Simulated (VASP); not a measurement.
# La2O3 in VASP: notebook

The runs below take La2O3 through single point, with PBE.

Program: VASP 6.6.1. These are calculated values, not measurements. Logs are shortened: lines on timing, memory, paths and dates and some standing lists are left out, and cuts for length are marked.

### 1 The cell of the first run

It takes space group P-3m1 (No. 164, trigonal). Conventional cell: a = 3.931 Å, b = 3.931 Å, c = 6.112 Å, α = 90.00°, β = 90.00°, γ = 120.00°. Within 3.1 Å of La (site symmetry 3m) lie 7 O at 2.36 to 2.72 Å. O (site symmetry 3m) has 4 La at 2.36 to 2.44 Å and 3 O at 2.89 Å within 3.1 Å. Within 3.6 Å of O (site symmetry -3m) lie 6 La at 2.72 Å and 6 O at 3.14 Å.

### 2 Single point, PBE

File INCAR:

```
ALGO     = Normal         # electronic algorithm
EDIFF    = 1E-6           # SCF threshold, eV
ENCUT    = 520            # plane-wave cutoff, eV
GGA      = PE             # functional
ISIF     = 2              # what is computed and relaxed
ISMEAR   = 0              # smearing method
LASPH    = True           # aspherical terms in the spheres
LCHARG   = False          # write CHGCAR
LREAL    = False          # projectors in reciprocal space
LWAVE    = False          # write WAVECAR
NBANDS   = 28             # bands
NELM     = 80             # most SCF steps
PREC     = Accurate       # precision mode
SIGMA    = 0.05           # smearing width, eV
```

File KPOINTS:

```
k-points
0
Gamma
  9 9 4
```

File POSCAR:

```
La2O3
1.0
    3.9307778780      0.0000000000      0.0000000000
   -1.9653889390      3.4041534990      0.0000000000
    0.0000000000      0.0000000000      6.1119535200
La O
2 3
Direct
    0.6666666700      0.3333333300      0.7537643200
    0.3333333300      0.6666666700      0.2462356800
    0.6666666700      0.3333333300      0.3541093500
    0.3333333300      0.6666666700      0.6458906500
    0.0000000000      0.0000000000      0.0000000000
```

Potentials or basis: VASP PAW PBE potentials, release 64 (La, O).

Launch:

```sh
cat potpaw_PBE.64/La/POTCAR potpaw_PBE.64/O/POTCAR > POTCAR
mpirun -np 1 vasp_std > vasp.out
```

OUTCAR:

```text
EDIFF = 1E-6
   ENCUT = 520
   GGA = PE
   ISIF = 2
   ISMEAR = 0
   LASPH = True
   LREAL = False
   NELM = 80
   PREC = Accurate

 ion  position               nearest neighbor table
   1  0.667  0.333  0.754-   4 2.36   4 2.36   4 2.36   3 2.44   5 2.72   5 2.72   5 2.72
   2  0.333  0.667  0.246-   3 2.36   3 2.36   3 2.36   4 2.44   5 2.72   5 2.72   5 2.72
   3  0.667  0.333  0.354-   2 2.36   2 2.36   2 2.36   1 2.44
   4  0.333  0.667  0.646-   1 2.36   1 2.36   1 2.36   2 2.44
   5  0.000  0.000  0.000-   1 2.72   2 2.72   1 2.72   2 2.72   1 2.72   2 2.72

  LATTYP: Found a hexagonal cell.
 ALAT       =     3.9307778780
 C/A-ratio  =     1.5548966921

  Lattice vectors:

 A1 = (   3.9307778780,   0.0000000000,   0.0000000000)
 A2 = (  -1.9653889390,   3.4041534990,   0.0000000000)
 A3 = (   0.0000000000,   0.0000000000,   6.1119535200)

Analysis of symmetry for initial positions (statically):
=====================================================================
 Subroutine PRICEL returns:
 Original cell was already a primitive cell.

 Routine SETGRP: Setting up the symmetry group for a
 hexagonal supercell.

 Subroutine GETGRP returns: Found 12 space group operations
 (whereof 12 operations were pure point group operations)
 out of a pool of 24 trial point group operations.

The static configuration has the point symmetry D_3d.

Analysis of symmetry for dynamics (positions and initial velocities):
=====================================================================
 Subroutine PRICEL returns:
 Original cell was already a primitive cell.

 Routine SETGRP: Setting up the symmetry group for a
 hexagonal supercell.

 Subroutine GETGRP returns: Found 12 space group operations
 (whereof 12 operations were pure point group operations)
 out of a pool of 24 trial point group operations.

The dynamic configuration has the point symmetry D_3d.

 Subroutine INISYM returns: Found 12 space group operations
 (whereof 12 operations are pure point group operations),
 and found     1 'primitive' translations

----------------------------------------------------------------------------------------

                                     Primitive cell

  volume of cell :      81.7839

  direct lattice vectors                    reciprocal lattice vectors
     3.930777878  0.000000000  0.000000000     0.254402571  0.146879393  0.000000000
    -1.965388939  3.404153499  0.000000000     0.000000000  0.293758786  0.000000000
     0.000000000  0.000000000  6.111953520     0.000000000  0.000000000  0.163613810

  length of vectors
     3.930777878  3.930777878  6.111953520     0.293758786  0.293758786  0.163613810

  position of ions in fractional coordinates (direct lattice)
     0.666666670  0.333333330  0.753764320
     0.333333330  0.666666670  0.246235680
     0.666666670  0.333333330  0.354109350
     0.333333330  0.666666670  0.645890650
     0.000000000  0.000000000  0.000000000

  ion indices of the primitive-cell ions
   primitive index   ion index
                 1           1
                 2           2
                 3           3
                 4           4
                 5           5

----------------------------------------------------------------------------------------

 KPOINTS: k-points

Automatic generation of k-mesh.
 Grid dimensions read from file:
 generate k-points for:    9    9    4

 Generating k-lattice:

  Cartesian coordinates                     Fractional coordinates (reciprocal lattice)
     0.028266952  0.016319933  0.000000000     0.111111111  0.000000000  0.000000000
     0.000000000  0.032639865  0.000000000     0.000000000  0.111111111  0.000000000
     0.000000000  0.000000000  0.040903452     0.000000000  0.000000000  0.250000000

  Length of vectors
     0.032639865  0.032639865  0.040903452

  Shift w.r.t. Gamma in fractional coordinates (k-lattice)
     0.000000000  0.000000000  0.000000000

 Subroutine IBZKPT returns following result:
 ===========================================

 Found     43 irreducible k-points:

 Following reciprocal coordinates:
            Coordinates               Weight
  0.000000  0.000000  0.000000      1.000000
  0.111111  0.000000  0.000000      6.000000
  0.222222  0.000000  0.000000      6.000000
  0.333333  0.000000  0.000000      6.000000
  0.444444  0.000000  0.000000      6.000000
  0.111111  0.111111  0.000000      6.000000
[... 16 lines left out ...]
  0.222222  0.111111  0.250000     12.000000
 -0.111111  0.333333  0.250000     12.000000
 [... further k-points ...]
   k-points           NKPTS =     43   k-points in BZ     NKDIM =     43   number of bands    NBANDS=     28
   number of dos      NEDOS =    301   number of ions     NIONS =      5
   total plane-waves  NPLWV =  43200
   dimension x,y,z NGX =    30 NGY =   30 NGZ =   48
   dimension x,y,z NGXF=    60 NGYF=   60 NGZF=   96
   ions per type =               2   3
[... 57 lines left out ...]
  free energy    TOTEN  =       -41.81746334 eV

  energy without entropy =      -41.81746334  energy(sigma->0) =      -41.81746334

 E-fermi :   6.2357     XC(G=0): -10.4725

 val. band max:        5.9692830092   @ k =   0.4444   0.0000   0.5000
 cond. band min:       9.8464367478   @ k =   0.3333   0.3333   0.0000
 fundamental gap:      3.8771537385
 Fermi energy:         6.2356689617

 k-point     1 :       0.0000    0.0000    0.0000
  band No.  band energies     occupation
      1     -23.8433      2.00000
      2     -23.5994      2.00000
      3     -10.9633      2.00000
      4      -9.7102      2.00000
      5      -9.2612      2.00000
      6      -7.3094      2.00000
[... 20 lines left out ...]
     27      11.3557      0.00000
     28      11.5941      0.00000

 k-point     2 :       0.1111    0.0000    0.0000
  band No.  band energies     occupation
      1     -23.8220      2.00000
      2     -23.5906      2.00000
      3     -10.9611      2.00000
      4      -9.9406      2.00000
      5      -9.4323      2.00000
      6      -7.3596      2.00000
[... 20 lines left out ...]
     27      11.4406      0.00000
     28      11.5892      0.00000

 k-point     3 :       0.2222    0.0000    0.0000
  band No.  band energies     occupation
      1     -23.7655      2.00000
      2     -23.5703      2.00000
      3     -11.0117      2.00000
      4     -10.4284      2.00000
      5      -9.6459      2.00000
      6      -7.4750      2.00000
[... 20 lines left out ...]
     27      11.4791      0.00000
     28      11.5415      0.00000

 k-point     4 :       0.3333    0.0000    0.0000
  band No.  band energies     occupation
      1     -23.6942      2.00000
      2     -23.5527      2.00000
      3     -11.1594      2.00000
      4     -10.8987      2.00000
      5      -9.6038      2.00000
      6      -7.5937      2.00000
[... 20 lines left out ...]
     27      11.4279      0.00000
     28      11.4585      0.00000

 k-point     5 :       0.4444    0.0000    0.0000
  band No.  band energies     occupation
      1     -23.6383      2.00000
      2     -23.5496      2.00000
      3     -11.2682      2.00000
      4     -11.1932      2.00000
      5      -9.4336      2.00000
      6      -7.8724      2.00000
[... 20 lines left out ...]
     27      11.3476      0.00000
     28      11.4060      0.00000

 k-point     6 :       0.1111    0.1111    0.0000
  band No.  band energies     occupation
      1     -23.7831      2.00000
      2     -23.5761      2.00000
      3     -10.9869      2.00000
      4     -10.2787      2.00000
      5      -9.6278      2.00000
      6      -7.4530      2.00000
[... 463 lines left out ...]
      5      -9.2695      2.00000
      6      -7.7733      2.00000
[... 20 lines left out ...]
     27      11.3652      0.00000
     28      11.4065      0.00000

 k-point    22 :       0.1111    0.1111    0.2500
  band No.  band energies     occupation
      1     -23.7540      2.00000
      2     -23.6067      2.00000
      3     -10.9855      2.00000
      4     -10.3210      2.00000
      5      -9.5437      2.00000
      6      -7.4266      2.00000
[... 20 lines left out ...]
     27      11.3710      0.00000
     28      11.5334      0.00000

 k-point    23 :       0.2222    0.1111    0.2500
  band No.  band energies     occupation
      1     -23.6957      2.00000
      2     -23.5811      2.00000
      3     -11.1456      2.00000
      4     -10.7341      2.00000
      5      -9.6281      2.00000
      6      -7.5818      2.00000
[... 20 lines left out ...]
     27      11.3906      0.00000
     28      11.4826      0.00000

 k-point    24 :      -0.1111    0.3333    0.2500
  band No.  band energies     occupation
      1     -23.6961      2.00000
      2     -23.5806      2.00000
      3     -11.1453      2.00000
      4     -10.7913      2.00000
      5      -9.4785      2.00000
      6      -7.6342      2.00000
[... 20 lines left out ...]
     27      11.3828      0.00000
     28      11.4729      0.00000

 [... further k-points ...]
[... 5 lines left out ...]
  --------------------------------------------------------------------------------------
  -------------------------------------------------------------------------------------
  Total        0.7628610      0.7628610      0.9304822      0.0000000     -0.0000000      0.0000000
  in kB       14.9447387     14.9447387     18.2285012      0.0000000     -0.0000000      0.0000000
  external PRESSURE =      16.0393262 kB  Pullay stress =       0.0000000 kB

 VOLUME and BASIS-vectors are now :
 -----------------------------------------------------------------------------
  energy-cutoff  :      520.00
  volume of cell :       81.78
      direct lattice vectors                 reciprocal lattice vectors
     3.930777878  0.000000000  0.000000000     0.254402571  0.146879393  0.000000000
    -1.965388939  3.404153499  0.000000000     0.000000000  0.293758786  0.000000000
     0.000000000  0.000000000  6.111953520     0.000000000  0.000000000  0.163613810

 POSITION                                       TOTAL-FORCE (eV/Angst)
 -----------------------------------------------------------------------------------
      1.96539      1.13472      4.60697        -0.000000      0.000000      0.003135
     -0.00000      2.26944      1.50498        -0.000000     -0.000000     -0.003135
      1.96539      1.13472      2.16430         0.000000      0.000000     -0.011733
     -0.00000      2.26944      3.94765         0.000000     -0.000000      0.011733
      0.00000      0.00000      0.00000         0.000000      0.000000      0.000000
 -----------------------------------------------------------------------------------
    total drift:                               -0.000000      0.000000     -0.000000

  FREE ENERGIE OF THE ION-ELECTRON SYSTEM (eV)
  ---------------------------------------------------
  free  energy   TOTEN  =       -41.8174633433 eV

  energy  without entropy=      -41.8174633433  energy(sigma->0) =      -41.81746334
```

It took 2.1 min on 1 thread of Intel Xeon Platinum 8488C (Sapphire Rapids), shared host; peak memory 0.26 GiB.

What came out:

| Item | Value |
| --- | --- |
| Free energy | -41.8175 eV |
| Pressure | 1.6 GPa |
| Largest force | 0.012 eV/Å |
| Band gap on the k mesh | 3.88 eV, indirect (least direct gap 3.98 eV) |

Forces in eV/Å, atoms in the order of the input:
```
La   0.000  0.000  0.003
La   0.000  0.000 -0.003
O    0.000  0.000 -0.012
O    0.000  0.000  0.012
O    0.000  0.000  0.000
```

Caveat: spin-orbit coupling is left out, which moves the levels of the heavy elements.

### 3 Single point, PBE

File INCAR:

```
SYSTEM = La2O3
ALGO = Normal ; EDIFF = 1E-7
ENCUT = 520 ; GGA = PE
ISIF = 2 ; ISMEAR = 0
LASPH = .TRUE. ; LCHARG = .FALSE.
LREAL = .FALSE. ; LWAVE = .FALSE.
NBANDS = 28 ; NELM = 60
PREC = Accurate ; SIGMA = 0.05
```

File KPOINTS:

```
k-points
0
G
  9 9 4
  0 0 0
```

POSCAR is that of step 2.

Potentials or basis: VASP PAW PBE potentials, release 64 (La, O).

Launch:

```sh
cat potpaw_PBE.64/La/POTCAR potpaw_PBE.64/O/POTCAR > POTCAR
mpirun -np 1 vasp_std > vasp.out
```

Run time: 2.8 min. Hardware: 1 thread of Intel Xeon Platinum 8488C (Sapphire Rapids), shared host; peak memory 0.26 GiB.

It converged, with:

* Free energy: -41.8175 eV
* Pressure: 1.6 GPa
* Largest force: 0.011 eV/Å
* Band gap on the k mesh: 3.88 eV, indirect (least direct gap 3.98 eV)

Forces in eV/Å, atoms in the order of the input:
```
La   0.000  0.000  0.002
La   0.000  0.000 -0.002
O    0.000  0.000 -0.011
O    0.000  0.000  0.011
O    0.000  0.000  0.000
```

Stress tensor (GPa, compression positive):
```
1.49 0.00 0.00
0.00 1.49 0.00
0.00 0.00 1.82
```

Levels at points of the mesh, in eV from the valence-band top:
```
           k point  band 16  band 17  band 18  band 19  band 20  band 21  band 22  band 23  band 24  band 25
(0.00, 0.00, 0.00)    -2.07    -1.64    -0.37    -0.37    -0.10     4.33     4.61     4.61     5.18     5.38
(0.00, 0.00, 0.50)    -1.88    -0.99    -0.77    -0.27    -0.27     4.71     4.74     4.74     4.98     5.40
```

Caveat: spin-orbit coupling is left out, which moves the levels of the heavy elements. A k mesh can miss the band edges.

### 4 Single point, PBE

This run uses another cell than the first one, of 19.63 Å³/atom, 1.200 times its volume.

File INCAR:

```
SYSTEM = La2O3
PREC     = Accurate       ! precision mode
ENCUT    = 520            ! plane-wave cutoff, eV
EDIFF    = 1E-6           ! SCF threshold, eV
ISMEAR   = 0              ! smearing method
SIGMA    = 0.05           ! smearing width, eV
LREAL    = .FALSE.        ! projectors in reciprocal space
LASPH    = .TRUE.         ! aspherical terms in the spheres
NELM     = 100            ! most SCF steps
ALGO     = Normal         ! electronic algorithm
ISIF     = 2              ! what is computed and relaxed
LWAVE    = .FALSE.        ! write WAVECAR
LCHARG   = .FALSE.        ! write CHGCAR
GGA      = PE             ! functional
NBANDS   = 28             ! bands
```

File KPOINTS:

```
regular mesh
0
G
  9 9 4
  0 0 0
```

Changes to POSCAR since step 3:

```diff
@@ -2,5 +2,5 @@
 1.0
-    3.9307778780      0.0000000000      0.0000000000
-   -1.9653889390      3.4041534990      0.0000000000
-    0.0000000000      0.0000000000      6.1119535200
+    4.1770747956      0.0000000000      0.0000000000
+   -2.0885373978      3.6174528865      0.0000000000
+    0.0000000000      0.0000000000      6.4949197825
 La O
```

Launch:

```sh
cat potpaw_PBE.64/La/POTCAR potpaw_PBE.64/O/POTCAR > POTCAR
mpirun -np 1 vasp_std > vasp.out
```

It took 2.4 min on 1 thread of Intel Xeon Platinum 8488C (Sapphire Rapids), shared host; peak memory 0.28 GiB.

Results (log left out):

* Free energy: -40.9826 eV
* Pressure: -15.3 GPa
* Largest force: 1.053 eV/Å
* Band gap on the k mesh: 3.45 eV, indirect (least direct gap 3.65 eV)

Forces in eV/Å, atoms in the order of the input:
```
La   0.000  0.000 -1.053
La   0.000  0.000  1.053
O    0.000  0.000 -0.175
O    0.000  0.000  0.175
O    0.000  0.000  0.000
```

Stress tensor (GPa, compression positive):
```
-16.71   0.00   0.00
  0.00 -16.71   0.00
  0.00   0.00 -12.43
```

Levels at points of the mesh, in eV from the valence-band top:
```
           k point  band 16  band 17  band 18  band 19  band 20  band 21  band 22  band 23  band 24  band 25
(0.00, 0.00, 0.00)    -1.72    -1.34    -0.26    -0.26     0.00     3.65     3.94     3.94     4.08     4.31
(0.00, 0.00, 0.50)    -1.44    -0.82    -0.58    -0.24    -0.24     3.93     3.96     3.96     4.12     4.34
```

Caveat: spin-orbit coupling is left out, which moves the levels of the heavy elements; forces of over 1 eV/Å act on the atoms, so gaps and moduli don't describe the material at rest.

### 5 Single point, PBE

File INCAR:

```
PREC = Accurate ; ENCUT = 520
EDIFF = 1E-6 ; ISMEAR = 0
SIGMA = 0.05 ; LREAL = False
LASPH = True ; NELM = 60
ALGO = Normal ; ISIF = 2
LWAVE = False ; LCHARG = False
GGA = PE ; NBANDS = 28
```

File KPOINTS:

```
Automatic mesh
0
Gamma
  9 9 4
```

File POSCAR:

```
La2O3
1.0
    3.9307778780      0.0000000000      0.0000000000
   -1.9653889390      3.4041534990      0.0000000000
    0.0000000000      0.0000000000      6.1119535200
La O
2 3
Direct
    0.6666666700      0.3333333300      0.7537643200
    0.3333333300      0.6666666700      0.2462356800
    0.6454304867      0.3144920433      0.3641007382
    0.3333333300      0.6666666700      0.6458906500
    0.0000000000      0.0000000000      0.0000000000
```

Launch:

```sh
cat potpaw_PBE.64/La/POTCAR potpaw_PBE.64/O/POTCAR > POTCAR
mpirun -np 1 vasp_std > vasp.out
```

Wall time 7.6 min (1 thread of Intel Xeon Platinum 8488C (Sapphire Rapids), shared host); peak memory 0.46 GiB.

Results (log left out):

| Property | Result |
| --- | --- |
| Free energy | -41.7800 eV |
| Pressure | 1.7 GPa |
| Largest force | 0.737 eV/Å |
| Band gap on the k mesh | 3.78 eV, indirect (least direct gap 3.99 eV) |

Forces on the atoms (eV/Å):
```
La  -0.036 -0.050  0.028
La  -0.145 -0.249  0.223
O    0.288  0.460 -0.499
O   -0.054 -0.088  0.056
O   -0.053 -0.072  0.192
```

Stress tensor (GPa, compression positive):
```
 0.71 -0.46  0.12
-0.46  2.05  0.17
 0.12  0.17  2.21
```

Levels at points of the mesh, in eV from the valence-band top:
```csv
k point,band 16,band 17,band 18,band 19,band 20,band 21,band 22,band 23,band 24,band 25
"(0.00, 0.00, 0.00)",-2.11,-1.66,-0.46,-0.38,-0.11,4.30,4.57,4.57,5.17,5.29
"(0.00, 0.00, 0.50)",-1.76,-0.98,-0.82,-0.34,-0.33,4.65,4.68,4.71,4.96,5.37
```

Caveat: spin-orbit coupling is left out, which moves the levels of the heavy elements.
